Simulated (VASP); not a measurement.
# Al5Si3C3N5 (P1) in VASP: further runs

The runs below take Al5Si3C3N5 through single point, with PBEsol.

All numbers are computed with VASP 6.6.1; they aren't measurements. Logs are shortened: lines on timing, memory, paths and dates and some standing lists are left out, and cuts for length are marked.

### 1 The cell of the first run

The typed cell holds 16 atoms: a = 6.199 Å, b = 5.368 Å, c = 5.008 Å, α = 90.00°, β = 90.00°, γ = 90.00°.

### 2 Single point, PBEsol

File INCAR:

```
SYSTEM = Al5Si3C3N5
PREC = Accurate ; ENCUT = 520
EDIFF = 1E-6 ; ISMEAR = -1
SIGMA = 0.05 ; LREAL = Auto
LASPH = .TRUE. ; NELM = 60
ALGO = Normal ; ISIF = 2
LWAVE = .FALSE. ; LCHARG = .TRUE.
GGA = PS ; LELF = .TRUE.
LVHAR = .TRUE. ; NBANDS = 46
```

File KPOINTS:

```
Automatic mesh
0
Gamma
  1 1 1
  0.5 0.5 0.5
```

File POSCAR:

```
Al5Si3C3N5
1.0
    6.1989050000      0.0000000000      0.0000000000
    0.0000000000      5.3684090000      0.0000000000
    0.0000000000      0.0000000000      5.0078640000
Al Si C N
5 3 3 5
Direct
    0.2301500000      0.1755250000      0.4999930000
    0.0150940000      0.6620220000      0.4788340000
    0.5144220000      0.6915890000      0.4951380000
    0.9943430000      0.3288400000      0.9900230000
    0.2756240000      0.8175540000      0.0005340000
    0.7629060000      0.1665760000      0.4785710000
    0.4925680000      0.3192140000      0.9935450000
    0.7502720000      0.8369580000      0.0059110000
    0.9738930000      0.3046300000      0.3893820000
    0.4965190000      0.2834230000      0.3653420000
    0.7424730000      0.1628770000      0.8834790000
    0.2416390000      0.8234980000      0.4312050000
    0.7522240000      0.8166920000      0.3892840000
    0.2401920000      0.1501100000      0.8989860000
    0.9660300000      0.6547040000      0.8633510000
    0.4991330000      0.6122890000      0.8934960000
```

Potentials or basis: VASP PAW PBE potentials, release 64 (Al, Si, C, N).

Run with:

```bash
$ cat potpaw_PBE.64/Al/POTCAR potpaw_PBE.64/Si/POTCAR potpaw_PBE.64/C/POTCAR potpaw_PBE.64/N/POTCAR > POTCAR
$ mpirun -np 1 vasp_std > vasp.out
```

OUTCAR:

```text
SYSTEM = Al5Si3C3N5
   PREC = Accurate
   ENCUT = 520
   EDIFF = 1E-6
   ISMEAR = -1
   LREAL = Auto
   LASPH = .TRUE.
   NELM = 60
   ISIF = 2
   GGA = PS

 ion  position               nearest neighbor table
   1  0.230  0.176  0.500-   9 1.82  10 1.88  12 1.92  14 2.00   6 2.90   2 2.93   4 2.97   4 3.06
                             7 3.06   2 3.06   7 3.11   3 3.14   5 3.17   5 3.17   3 3.28
   2  0.015  0.662  0.479-  12 1.67  13 1.88  15 1.95   9 1.99   1 2.93   5 3.01   8 3.03   4 3.03
                             1 3.06   6 3.09   3 3.10   3 3.11   4 3.13   6 3.13   5 3.18   8 3.25
   3  0.514  0.692  0.495-  13 1.70  12 1.86  16 2.04  10 2.29   8 2.96   5 2.96   6 2.98   5 3.01
                             8 3.05   2 3.10   2 3.11   1 3.14   7 3.20   6 3.21   7 3.21   1 3.28
   4  0.994  0.329  0.990-  14 1.86  15 1.87  11 1.88   9 2.01   6 2.97   1 2.97   2 3.03   8 3.04
                             1 3.06   6 3.06   7 3.09   7 3.11   8 3.12   2 3.13   5 3.15   5 3.25
   5  0.276  0.818  0.001-  16 1.85  14 1.87  12 2.17  15 2.22   8 2.94   3 2.96   7 2.99   2 3.01
                             3 3.01   7 3.01   4 3.15   1 3.17   1 3.17   2 3.18   4 3.25
   6  0.763  0.167  0.479-   9 1.57  10 1.86  13 1.93  11 2.03   1 2.90   8 2.96   4 2.97   3 2.98
                             4 3.06   7 3.06   2 3.09   2 3.13   3 3.21
   7  0.493  0.319  0.994-  16 1.65  11 1.85  14 1.87  10 1.87   5 2.99   5 3.01   8 3.04   1 3.06
                             6 3.06   4 3.09   1 3.11   4 3.11   3 3.20   3 3.21
   8  0.750  0.837  0.006-  15 1.80  11 1.85  13 1.92  16 2.05   5 2.94   6 2.96   3 2.96   2 3.03
                             7 3.04   4 3.04   3 3.05   4 3.12   2 3.25
   9  0.974  0.305  0.389-   6 1.57   1 1.82   2 1.99   4 2.01
  10  0.497  0.283  0.365-   6 1.86   7 1.87   1 1.88   3 2.29
  11  0.742  0.163  0.883-   7 1.85   8 1.85   4 1.88   6 2.03
  12  0.242  0.823  0.431-   2 1.67   3 1.86   1 1.92   5 2.17
  13  0.752  0.817  0.389-   3 1.70   2 1.88   8 1.92   6 1.93
  14  0.240  0.150  0.899-   4 1.86   5 1.87   7 1.87   1 2.00
  15  0.966  0.655  0.863-   8 1.80   4 1.87   2 1.95   5 2.22
  16  0.499  0.612  0.893-   7 1.65   5 1.85   3 2.04   8 2.05

  LATTYP: Found a simple orthorhombic cell.
 ALAT       =     5.0078640000
 B/A-ratio  =     1.0719957651
 C/A-ratio  =     1.2378341345

  Lattice vectors:

 A1 = (   0.0000000000,   0.0000000000,  -5.0078640000)
 A2 = (   0.0000000000,   5.3684090000,   0.0000000000)
 A3 = (   6.1989050000,   0.0000000000,   0.0000000000)

Analysis of symmetry for initial positions (statically):
=====================================================================
 Subroutine PRICEL returns:
 Original cell was already a primitive cell.

 Routine SETGRP: Setting up the symmetry group for a
 simple orthorhombic supercell.

 Subroutine GETGRP returns: Found  1 space group operations
 (whereof  1 operations were pure point group operations)
 out of a pool of  8 trial point group operations.

The static configuration has the point symmetry C_1 .

Analysis of symmetry for dynamics (positions and initial velocities):
=====================================================================
 Subroutine PRICEL returns:
 Original cell was already a primitive cell.

 Routine SETGRP: Setting up the symmetry group for a
 simple orthorhombic supercell.

 Subroutine GETGRP returns: Found  1 space group operations
 (whereof  1 operations were pure point group operations)
 out of a pool of  8 trial point group operations.

The dynamic configuration has the point symmetry C_1 .

 Subroutine INISYM returns: Found  1 space group operations
 (whereof  1 operations are pure point group operations),
 and found     1 'primitive' translations

----------------------------------------------------------------------------------------

                                     Primitive cell

  volume of cell :     166.6530

  direct lattice vectors                    reciprocal lattice vectors
     6.198905000  0.000000000  0.000000000     0.161318814  0.000000000  0.000000000
     0.000000000  5.368409000  0.000000000     0.000000000  0.186274928  0.000000000
     0.000000000  0.000000000  5.007864000     0.000000000  0.000000000  0.199685934

  length of vectors
     6.198905000  5.368409000  5.007864000     0.161318814  0.186274928  0.199685934

  position of ions in fractional coordinates (direct lattice)
     0.230150000  0.175525000  0.499993000
     0.015094000  0.662022000  0.478834000
     0.514422000  0.691589000  0.495138000
     0.994343000  0.328840000  0.990023000
     0.275624000  0.817554000  0.000534000
     0.762906000  0.166576000  0.478571000
     0.492568000  0.319214000  0.993545000
     0.750272000  0.836958000  0.005911000
     0.973893000  0.304630000  0.389382000
     0.496519000  0.283423000  0.365342000
     0.742473000  0.162877000  0.883479000
     0.241639000  0.823498000  0.431205000
     0.752224000  0.816692000  0.389284000
     0.240192000  0.150110000  0.898986000
     0.966030000  0.654704000  0.863351000
     0.499133000  0.612289000  0.893496000

  ion indices of the primitive-cell ions
   primitive index   ion index
                 1           1
                 2           2
                 3           3
                 4           4
                 5           5
                 6           6
                 7           7
                 8           8
                 9           9
                10          10
                11          11
                12          12
                13          13
                14          14
                15          15
                16          16

----------------------------------------------------------------------------------------

 KPOINTS: Automatic mesh

Automatic generation of k-mesh.
 Grid dimensions read from file:
 generate k-points for:    1    1    1

 Generating k-lattice:

  Cartesian coordinates                     Fractional coordinates (reciprocal lattice)
     0.161318814  0.000000000  0.000000000     1.000000000  0.000000000  0.000000000
     0.000000000  0.186274928  0.000000000     0.000000000  1.000000000  0.000000000
     0.000000000  0.000000000  0.199685934     0.000000000  0.000000000  1.000000000

  Length of vectors
     0.161318814  0.186274928  0.199685934

  Shift w.r.t. Gamma in fractional coordinates (k-lattice)
     0.500000000  0.500000000  0.500000000

 Subroutine IBZKPT returns following result:
 ===========================================

 Found      1 irreducible k-points:

 Following reciprocal coordinates:
            Coordinates               Weight
  0.500000  0.500000  0.500000      1.000000
   k-points           NKPTS =      1   k-points in BZ     NKDIM =      1   number of bands    NBANDS=     46
   number of dos      NEDOS =    301   number of ions     NIONS =     16
   total plane-waves  NPLWV =  76800
   dimension x,y,z NGX =    48 NGY =   40 NGZ =   40
   dimension x,y,z NGXF=    96 NGYF=   80 NGZF=   80
   ions per type =               5   3   3   5
   NGX,Y,Z   is equivalent  to a cutoff of  12.87, 12.39, 13.28 a.u.
   NGXF,Y,Z  is equivalent  to a cutoff of  25.75, 24.77, 26.56 a.u.
 SYSTEM =  Al5Si3C3N5
   PREC   = accura    normal or accurate (medium, high low for compatibility)
   ISTART =      0    job   : 0-new  1-cont  2-samecut
   ICHARG =      2    charge: 1-file 2-atom 10-const
   ISPIN  =      1    spin polarized calculation?
   LNONCOLLINEAR =      F non collinear calculations
   LSORBIT =      F    spin-orbit coupling
   LASPH  =      T    aspherical Exc in radial PAW
   ENCUT  =  520.0 eV  38.22 Ry    6.18 a.u.  11.53  9.98  9.31*2*pi/ulx,y,z
   NELM   =     60;   NELMIN=  2; NELMDL= -5     # of ELM steps
   EDIFF  = 0.1E-05   stopping-criterion for ELM
   LREAL  =      T    real-space projection
   EDIFFG = 0.1E-04   stopping-criterion for IOM
   NSW    =      0    number of steps for IOM
   IBRION =     -1    ionic relax: 0-MD 1-quasi-New 2-CG
   NFREE  =      0    steps in history (QN), initial steepest desc. (CG)
   ISIF   =      2    stress and relaxation
   ISYM   =      2    0-nonsym 1-usesym 2-fastsym
   POTIM  = 0.5000    time-step for ionic-motion
   TEBEG  =    0.0;   TEEND  =   0.0 temperature during run
   PSTRESS=    0.0 pullay stress
   NELECT =      64.0000    total number of electrons
   NUPDOWN=      -1.0000    fix difference up-down
   EMIN   =  10.00;   EMAX   =-10.00  energy-range for DOS
   EFERMI =   0.00;   METHOD = LEGACY
   ISMEAR =    -1;   SIGMA  =   0.05  broadening in eV -4-tet -1-fermi 0-gaus
   EFERMI_NEDOS =   21; number of points for ismear=-14 and -15
   IALGO  =     38    algorithm
   IMIX   =      4    mixing-type and parameters
     AMIX     =   0.40;   BMIX     =  1.00
     AMIX_MAG =   1.60;   BMIX_MAG =  1.00
  volume/ion in A,a.u.               =      10.42        70.29
  Fermi-wavevector in a.u.,A,eV,Ry     =   1.189955  2.248688 19.265746  1.415992
  Thomas-Fermi vector in A             =   2.326050
   LORBIT       =      0    0 simple, 1 ext, 2 COOP (PROOUT), +10 PAW based schemes
   GGA     = PS    functional components
   LHFCALC =     F    Hartree Fock is set to
   AEXX    =    0.0000 exact exchange contribution
   IVDW    =     0    specifies the selected vdW correction
   LEPSILON=     F    determine dielectric tensor
   LRPA    =     F    only Hartree local field effects (RPA)
 non-spin polarized calculation
  energy-cutoff  :      520.00
  volume of cell :      166.65
 maximum number of plane-waves:      4488
 NGX is ok and might be reduce to    48
   NGX = 23   NGY = 19   NGZ = 19

 number of electron      64.0000000 magnetization

 Free energy of the ion-electron system (eV)
  ---------------------------------------------------
  ext. energy  EPLUGINS =         0.00000000
  ---------------------------------------------------
  free energy    TOTEN  =      -119.46871375 eV

  energy without entropy =     -119.46871375  energy(sigma->0) =     -119.46871375

 E-fermi :   8.4565     XC(G=0): -11.2651

 val. band max:        7.2589863899   @ k =   0.5000   0.5000   0.5000
 cond. band min:      10.7002731701   @ k =   0.5000   0.5000   0.5000
 fundamental gap:      3.4412867802
 Fermi energy:         8.4564949072

 k-point     1 :       0.5000    0.5000    0.5000
  band No.  band energies     occupation
      1      -8.8364      2.00000
      2      -8.2602      2.00000
      3      -7.4800      2.00000
      4      -7.4218      2.00000
      5      -7.0674      2.00000
      6      -4.5668      2.00000
      7      -4.1521      2.00000
      8      -2.9494      2.00000
      9       0.0770      2.00000
     10       0.4147      2.00000
     11       0.9902      2.00000
     12       1.2116      2.00000
     13       1.4672      2.00000
     14       1.9349      2.00000
     15       2.1226      2.00000
     16       2.5178      2.00000
     17       3.1151      2.00000
     18       3.1408      2.00000
     19       3.6209      2.00000
     20       3.8935      2.00000
     21       4.0170      2.00000
     22       4.2501      2.00000
     23       4.3440      2.00000
     24       4.6536      2.00000
     25       4.8173      2.00000
     26       5.1019      2.00000
     27       5.2691      2.00000
     28       5.6630      2.00000
     29       5.9846      2.00000
     30       6.3584      2.00000
     31       6.6217      2.00000
     32       7.2590      2.00000
     33      10.7003      0.00000
     34      11.4898      0.00000
     35      11.6217      0.00000
     36      11.9643      0.00000
     37      12.2857      0.00000
     38      12.5820      0.00000
     39      12.7936      0.00000
     40      13.2598      0.00000
     41      13.5654      0.00000
     42      14.1664      0.00000
     43      14.4281      0.00000
     44      14.6985      0.00000
 [bands above 44 left out]

------------------------ aborting loop because EDIFF is reached ----------------------------------------

  FORCE on cell =-STRESS in cart. coord.  units (eV):
  Direction    XX          YY          ZZ          XY          YZ          ZX
  --------------------------------------------------------------------------------------
  -------------------------------------------------------------------------------------
  Total        2.1432933     13.8484870     10.5027501      6.4766690     -4.7969724     -4.7608734
  in kB       20.6053065    133.1373189    100.9718958     62.2657440    -46.1173879    -45.7703375
  external PRESSURE =      84.9048404 kB  Pullay stress =       0.0000000 kB

 VOLUME and BASIS-vectors are now :
 -----------------------------------------------------------------------------
  energy-cutoff  :      520.00
  volume of cell :      166.65
      direct lattice vectors                 reciprocal lattice vectors
     6.198905000  0.000000000  0.000000000     0.161318814  0.000000000  0.000000000
     0.000000000  5.368409000  0.000000000     0.000000000  0.186274928  0.000000000
     0.000000000  0.000000000  5.007864000     0.000000000  0.000000000  0.199685934

 POSITION                                       TOTAL-FORCE (eV/Angst)
 -----------------------------------------------------------------------------------
      1.42668      0.94229      2.50390         1.572876     -1.811368      0.962884
      0.09357      3.55400      2.39794        -4.429553     -3.385925      1.630969
      3.18885      3.71273      2.47958        -3.259182     -4.642690      1.420682
      6.16384      1.76535      4.95790        -0.264179     -0.030849      1.473897
      1.70857      4.38896      0.00267        -2.714164      0.616174      0.796788
      4.72918      0.89425      2.39662        -7.893412     -3.070099      3.453431
      3.05338      1.71367      4.97554         0.178350     -4.294272      2.583765
      4.65086      4.49313      0.02960         0.694518     -1.155308      0.017833
      6.03707      1.63538      1.94997         5.709865      5.236833     -3.434884
      3.07787      1.52153      1.82958         1.162173      2.945922      0.304743
      4.60252      0.87439      4.42434        -1.683741     -2.851377     -2.033252
      1.49790      4.42087      2.15942         4.148729      1.760371     -3.507500
      4.66297      4.38434      1.94948         2.932249      2.438063     -3.249371
      1.48893      0.80585      4.50200         2.152703      0.416901     -1.208644
      5.98833      3.51472      4.32354         0.588925      1.711834      2.034702
      3.09408      3.28702      4.47451         1.103843      6.115790     -1.246046
 -----------------------------------------------------------------------------------
    total drift:                               -0.009707      0.014104     -0.001005

  FREE ENERGIE OF THE ION-ELECTRON SYSTEM (eV)
  ---------------------------------------------------
  free  energy   TOTEN  =      -119.4687137548 eV

  energy  without entropy=     -119.4687137547  energy(sigma->0) =     -119.46871375
```

Wall time 19 s (1 thread of Intel Xeon Platinum 8559C (Emerald Rapids), shared host); peak memory 0.25 GiB.

What came out:

| Item | Value |
| --- | --- |
| Free energy | -119.4687 eV |
| Pressure | 8.5 GPa |
| Largest force | 9.146 eV/Å |
| Band gap on the k mesh | 3.44 eV |

Forces in eV/Å, atoms in the order of the input:
```
Al   1.573 -1.811  0.963
Al  -4.430 -3.386  1.631
Al  -3.259 -4.643  1.421
Al  -0.264 -0.031  1.474
Al  -2.714  0.616  0.797
Si  -7.893 -3.070  3.453
Si   0.178 -4.294  2.584
Si   0.695 -1.155  0.018
C    5.710  5.237 -3.435
C    1.162  2.946  0.305
C   -1.684 -2.851 -2.033
N    4.149  1.760 -3.507
N    2.932  2.438 -3.249
N    2.153  0.417 -1.209
N    0.589  1.712  2.035
N    1.104  6.116 -1.246
```

Stress tensor (GPa, compression positive):
```
 2.06  6.23 -4.58
 6.23 13.31 -4.61
-4.58 -4.61 10.10
```

Caveat: the k points lie up to 1.25 Å⁻¹ apart; the PAW data sets were made with another functional, which shifts forces and pressure a little. A k mesh can miss the band edges.

[end of part 1 of 2]
